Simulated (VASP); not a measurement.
# InO5 (F-43m) in VASP: further runs

Runs on InO5. Level: PBE. Tasks: relaxation of cell and atoms, single point.

Everything below comes from runs of VASP 6.6.1. Logs are shortened: lines on timing, memory, paths and dates and some standing lists are left out, and cuts for length are marked.

### Step 1. The cell of the first run

Symmetry: F-43m, No. 216, cubic system. The conventional cell has a = 6.739 Å, b = 6.739 Å, c = 6.739 Å, α = 90.00°, β = 90.00°, γ = 90.00°. Within 2.1 Å of In (site symmetry -43m) lie 4 O at 1.55 Å. Within 2.1 Å of O (site symmetry 3m) lie 1 In at 1.55 Å. O (site symmetry -43m) has 12 O at 2.78 Å and 6 In at 3.37 Å within 3.7 Å.

The cell was generated, and may not be a known phase.

### Step 2. Relaxation of cell and atoms, PBE, collinear spin, ferromagnetic start

Input file INCAR:

```
SYSTEM = InO5
ALGO = Normal ; EDIFF = 1E-6
EDIFFG = -0.04 ; ENCUT = 600
GGA = PE ; IBRION = 2
ISIF = 3 ; ISMEAR = 0
ISPIN = 2 ; LASPH = .TRUE.
LCHARG = .FALSE. ; LORBIT = 11
LREAL = .FALSE. ; LWAVE = .FALSE.
MAGMOM = 0 1 1 1 1 1 ; NELM = 150
NSW = 90 ; PREC = Accurate
SIGMA = 0.1
```

Input file KPOINTS:

```
k-points
0
G
  4 4 4
  0 0 0
```

Input file POSCAR:

```
InO5
1.0
    0.0000000000      3.3693599700      3.3693599700
    3.3693599700      0.0000000000      3.3693599700
    3.3693599700      3.3693599700      0.0000000000
In O
1 5
Direct
    0.5000000000      0.5000000000      0.5000000000
    0.3667842700      0.3667842700      0.3667842700
    0.3667842700      0.3667842700      0.8996471900
    0.3667842700      0.8996471900      0.3667842700
    0.8996471900      0.3667842700      0.3667842700
    0.0000000000      0.0000000000      0.0000000000
```

Potentials or basis: VASP PAW PBE potentials, release 64 (In_d, O).

Command:

```sh
$ cat potpaw_PBE.64/In_d/POTCAR potpaw_PBE.64/O/POTCAR > POTCAR
$ mpirun -np 1 vasp_std > vasp.out
```

OUTCAR:

```text
SYSTEM = InO5
   EDIFF = 1E-6
   EDIFFG = -0.04
   ENCUT = 600
   GGA = PE
   IBRION = 2
   ISIF = 3
   ISMEAR = 0
   ISPIN = 2
   LASPH = .TRUE.
   LORBIT = 11
   LREAL = .FALSE.
   NELM = 150
   NSW = 90
   PREC = Accurate

 ion  position               nearest neighbor table
   1  0.500  0.500  0.500-   3 1.55   4 1.55   5 1.55   2 1.55
   2  0.367  0.367  0.367-   1 1.55
   3  0.367  0.367  0.900-   1 1.55
   4  0.367  0.900  0.367-   1 1.55
   5  0.900  0.367  0.367-   1 1.55
   6  0.000  0.000  0.000-

  LATTYP: Found a face centered cubic cell.
 ALAT       =     6.7387199400

  Lattice vectors:

 A1 = (   0.0000000000,   3.3693599700,   3.3693599700)
 A2 = (   3.3693599700,   0.0000000000,   3.3693599700)
 A3 = (   3.3693599700,   3.3693599700,   0.0000000000)

Analysis of symmetry for initial positions (statically):
=====================================================================
 Subroutine PRICEL returns:
 Original cell was already a primitive cell.

 Routine SETGRP: Setting up the symmetry group for a
 face centered cubic supercell.

 Subroutine GETGRP returns: Found 24 space group operations
 (whereof 24 operations were pure point group operations)
 out of a pool of 48 trial point group operations.

The static configuration has the point symmetry T_d .

Analysis of symmetry for dynamics (positions and initial velocities):
=====================================================================
 Subroutine PRICEL returns:
 Original cell was already a primitive cell.

 Routine SETGRP: Setting up the symmetry group for a
 face centered cubic supercell.

 Subroutine GETGRP returns: Found 24 space group operations
 (whereof 24 operations were pure point group operations)
 out of a pool of 48 trial point group operations.

The dynamic configuration has the point symmetry T_d .

Analysis of structural, dynamic, and magnetic symmetry:
=====================================================================
 Subroutine PRICEL returns:
 Original cell was already a primitive cell.

 Routine SETGRP: Setting up the symmetry group for a
 face centered cubic supercell.

 Subroutine GETGRP returns: Found 24 space group operations
 (whereof 24 operations were pure point group operations)
 out of a pool of 48 trial point group operations.

The overall configuration has the point symmetry T_d .

 Subroutine INISYM returns: Found 24 space group operations
 (whereof 24 operations are pure point group operations),
 and found     1 'primitive' translations

----------------------------------------------------------------------------------------

                                     Primitive cell

  volume of cell :      76.5019

  direct lattice vectors                    reciprocal lattice vectors
     0.000000000  3.369359970  3.369359970    -0.148396136  0.148396136  0.148396136
     3.369359970  0.000000000  3.369359970     0.148396136 -0.148396136  0.148396136
     3.369359970  3.369359970  0.000000000     0.148396136  0.148396136 -0.148396136

  length of vectors
     4.764994566  4.764994566  4.764994566     0.257029647  0.257029647  0.257029647

  position of ions in fractional coordinates (direct lattice)
     0.500000000  0.500000000  0.500000000
     0.366784270  0.366784270  0.366784270
     0.366784270  0.366784270  0.899647190
     0.366784270  0.899647190  0.366784270
     0.899647190  0.366784270  0.366784270
     0.000000000  0.000000000  0.000000000

  ion indices of the primitive-cell ions
   primitive index   ion index
                 1           1
                 2           2
                 3           3
                 4           4
                 5           5
                 6           6

----------------------------------------------------------------------------------------

[... 29 lines left out ...]
  0.250000  0.250000  0.000000      6.000000
  0.500000  0.250000  0.000000     24.000000
 -0.250000  0.250000  0.000000     12.000000
  0.500000  0.500000  0.000000      3.000000
 -0.250000  0.500000  0.250000      6.000000
   k-points           NKPTS =      8   k-points in BZ     NKDIM =      8   number of bands    NBANDS=     28
   number of dos      NEDOS =    301   number of ions     NIONS =      6
   total plane-waves  NPLWV =  64000
   dimension x,y,z NGX =    40 NGY =   40 NGZ =   40
   dimension x,y,z NGXF=    80 NGYF=   80 NGZF=   80
   ions per type =               1   5
   NGX,Y,Z   is equivalent  to a cutoff of  13.96, 13.96, 13.96 a.u.
   NGXF,Y,Z  is equivalent  to a cutoff of  27.91, 27.91, 27.91 a.u.
 SYSTEM =  InO5
   PREC   = accura    normal or accurate (medium, high low for compatibility)
   ISTART =      0    job   : 0-new  1-cont  2-samecut
   ICHARG =      2    charge: 1-file 2-atom 10-const
   ISPIN  =      2    spin polarized calculation?
   LNONCOLLINEAR =      F non collinear calculations
   LSORBIT =      F    spin-orbit coupling
   LASPH  =      T    aspherical Exc in radial PAW
   ENCUT  =  600.0 eV  44.10 Ry    6.64 a.u.   9.52  9.52  9.52*2*pi/ulx,y,z
   NELM   =    150;   NELMIN=  2; NELMDL= -5     # of ELM steps
   EDIFF  = 0.1E-05   stopping-criterion for ELM
   LREAL  =      F    real-space projection
   EDIFFG = -.4E-01   stopping-criterion for IOM
   NSW    =     90    number of steps for IOM
   IBRION =      2    ionic relax: 0-MD 1-quasi-New 2-CG
   NFREE  =      1    steps in history (QN), initial steepest desc. (CG)
   ISIF   =      3    stress and relaxation
   ISYM   =      2    0-nonsym 1-usesym 2-fastsym
   POTIM  = 0.5000    time-step for ionic-motion
   TEBEG  =    0.0;   TEEND  =   0.0 temperature during run
   PSTRESS=    0.0 pullay stress
   NELECT =      43.0000    total number of electrons
   NUPDOWN=      -1.0000    fix difference up-down
   EMIN   =  10.00;   EMAX   =-10.00  energy-range for DOS
   EFERMI =   0.00;   METHOD = LEGACY
   ISMEAR =     0;   SIGMA  =   0.10  broadening in eV -4-tet -1-fermi 0-gaus
   EFERMI_NEDOS =   21; number of points for ismear=-14 and -15
   IALGO  =     38    algorithm
   IMIX   =      4    mixing-type and parameters
     AMIX     =   0.40;   BMIX     =  1.00
     AMIX_MAG =   1.60;   BMIX_MAG =  1.00
  volume/ion in A,a.u.               =      12.75        86.04
  Fermi-wavevector in a.u.,A,eV,Ry     =   1.351057  2.553127 24.835451  1.825354
  Thomas-Fermi vector in A             =   2.478510
   LORBIT       =     11    0 simple, 1 ext, 2 COOP (PROOUT), +10 PAW based schemes
   GGA     = PE    functional components
   LHFCALC =     F    Hartree Fock is set to
   AEXX    =    0.0000 exact exchange contribution
   IVDW    =     0    specifies the selected vdW correction
   LEPSILON=     F    determine dielectric tensor
   LRPA    =     F    only Hartree local field effects (RPA)
 conjugate gradient relaxation of ions
 spin polarized calculation
 Gauss-broadening in eV      SIGMA  =   0.10
  energy-cutoff  :      600.00
  volume of cell :       76.50
 maximum number of plane-waves:      2637
 NGX is ok and might be reduce to    40
   NGX = 19   NGY = 19   NGZ = 19

--------------------------------------- Ionic step        1  -------------------------------------------

 number of electron      43.0000005 magnetization       2.4358800

 Free energy of the ion-electron system (eV)
  ---------------------------------------------------
  ext. energy  EPLUGINS =         0.00000000
  ---------------------------------------------------
  free energy    TOTEN  =        -5.01157578 eV

  energy without entropy =       -4.98446720  energy(sigma->0) =       -4.99802149

------------------------ aborting loop because EDIFF is reached ----------------------------------------

  FORCE on cell =-STRESS in cart. coord.  units (eV):
  Direction    XX          YY          ZZ          XY          YZ          ZX
  --------------------------------------------------------------------------------------
  -------------------------------------------------------------------------------------
  Total       45.0636635     45.0636635     45.0636635      0.0000000      0.0000000      0.0000000
  in kB      943.7671268    943.7671268    943.7671268      0.0000000      0.0000000      0.0000000
  external PRESSURE =     943.7671268 kB  Pullay stress =       0.0000000 kB
[... 103 lines left out ...]
  FREE ENERGIE OF THE ION-ELECTRON SYSTEM (eV)
  ---------------------------------------------------
  free  energy   TOTEN  =       -16.9661819798 eV

  energy  without entropy=      -16.9406540771  energy(sigma->0) =      -16.95341803

 E-fermi :   1.6497     XC(G=0):  -9.0827

 val. band max:        1.6419188097   @ k =   0.5000   0.2500   0.0000
 cond. band min:       1.7122803267   @ k =   0.2500   0.2500   0.0000
 fundamental gap:      0.0703615170
 Fermi energy:         1.6496858676

 spin component 1

 k-point     1 :       0.0000    0.0000    0.0000
  band No.  band energies     occupation
      1     -20.9223      1.00000
      2     -15.8588      1.00000
      3     -15.8588      1.00000
      4     -15.8588      1.00000
      5     -13.4162      1.00000
      6     -12.3027      1.00000
[... 488 lines left out ...]
     27       8.0022      0.00000
     28      10.0693      0.00000

[... ionic steps 4 to 11 ...]

--------------------------------------- Ionic step       12  -------------------------------------------

 number of electron      43.0000013 magnetization      -2.9905643

------------------------ aborting loop because EDIFF is reached ----------------------------------------
[... 75 lines left out ...]
--------------------------------------- Ionic step       14  -------------------------------------------

 number of electron      43.0000016 magnetization      -3.0002345

 Free energy of the ion-electron system (eV)
  ---------------------------------------------------
  ext. energy  EPLUGINS =         0.00000000
  ---------------------------------------------------
  free energy    TOTEN  =       -20.19822834 eV

  energy without entropy =      -20.13592058  energy(sigma->0) =      -20.16707446

 E-fermi :  -0.8966     XC(G=0):  -7.6911

 val. band max:       -0.9096387156   @ k =   0.2500   0.0000   0.0000
 cond. band min:      -0.8637018201   @ k =   0.0000   0.0000   0.0000
 fundamental gap:      0.0459368955
 Fermi energy:        -0.8965995649

 spin component 1

 k-point     1 :       0.0000    0.0000    0.0000
  band No.  band energies     occupation
      1     -18.8772      1.00000
      2     -18.4782      1.00000
      3     -16.7732      1.00000
      4     -16.7732      1.00000
      5     -16.7732      1.00000
      6     -14.2430      1.00000
[... 521 lines left out ...]
  FREE ENERGIE OF THE ION-ELECTRON SYSTEM (eV)
  ---------------------------------------------------
  free  energy   TOTEN  =       -20.1982283364 eV

  energy  without entropy=      -20.1359205781  energy(sigma->0) =      -20.16707446

 reached required accuracy - stopping structural energy minimisation

 total charge

# of ion       s       p       d       tot
------------------------------------------
    1        0.774   0.587   9.990  11.351
    2        1.632   3.092   0.000   4.724
    3        1.632   3.092   0.000   4.724
    4        1.632   3.092   0.000   4.724
    5        1.632   3.092   0.000   4.724
    6        1.634   2.956   0.000   4.589
--------------------------------------------------
tot          8.936  15.910   9.990  34.836

 magnetization (x)

# of ion       s       p       d       tot
------------------------------------------
    1        0.070  -0.080  -0.053  -0.063
    2       -0.026  -0.988   0.000  -1.015
    3       -0.026  -0.988   0.000  -1.015
    4       -0.026  -0.988   0.000  -1.015
    5       -0.026  -0.988   0.000  -1.015
    6        0.014   1.435   0.000   1.449
--------------------------------------------------
tot         -0.022  -2.599  -0.053  -2.674
```

It took 7.4 min on 1 thread of Intel Xeon 6975P-C (Granite Rapids), shared host; peak memory 0.3 GiB.

Results:

```
Free energy                                           : -20.1982 eV
Relaxed volume                                        : 19.46 Å³/atom
Relaxed cell                                          : a = 5.486 Å, b = 5.486 Å, c = 5.486 Å, α = 60.00°, β = 60.00°, γ = 60.00°
Space group after relaxing (to 0.1 Å)                 : F-43m (No. 216)
Pressure after relaxing                               : 0.0 GPa
Largest force after relaxing                          : 0.003 eV/Å
Band gap on the k mesh                                : zero (filled and empty bands overlap)
Net moment                                            : -3.00 μB per cell
Site moments                                          : In -0.06; O -1.01, +1.45 (each value once) μB
Valence electrons inside the program's atomic spheres : In 11.35; O 4.72, 4.59 (each value once)
```

Forces on the atoms (eV/Å):
```
In   0.000  0.000  0.000
O   -0.002 -0.002 -0.002
O    0.002  0.002 -0.002
O    0.002 -0.002  0.002
O   -0.002  0.002  0.002
O    0.000  0.000  0.000
```

Final structure:
```xyz
6
Lattice="0.0000 3.8791 3.8791 3.8791 0.0000 3.8791 3.8791 3.8791 0.0000" Properties=species:S:1:pos:R:3 pbc="T T T"
In    3.8791    3.8791    3.8791
O     2.6711    2.6711    2.6711
O     5.0870    5.0870    2.6711
O     5.0870    2.6711    5.0870
O     2.6711    5.0870    5.0870
O     0.0000    0.0000    0.0000
```

Caveat: the k points lie up to 0.35 Å⁻¹ apart in the final cell, too coarse for converged energies and pressures of a metal; the volume moved by over 15 % at a fixed basis, so the end points are rough; spin-orbit coupling is left out, which moves the levels of the heavy elements.

(Part 1 of 2 ends here.)

The gap in the log of VASP goes by the Fermi energy; the results here count the filled bands.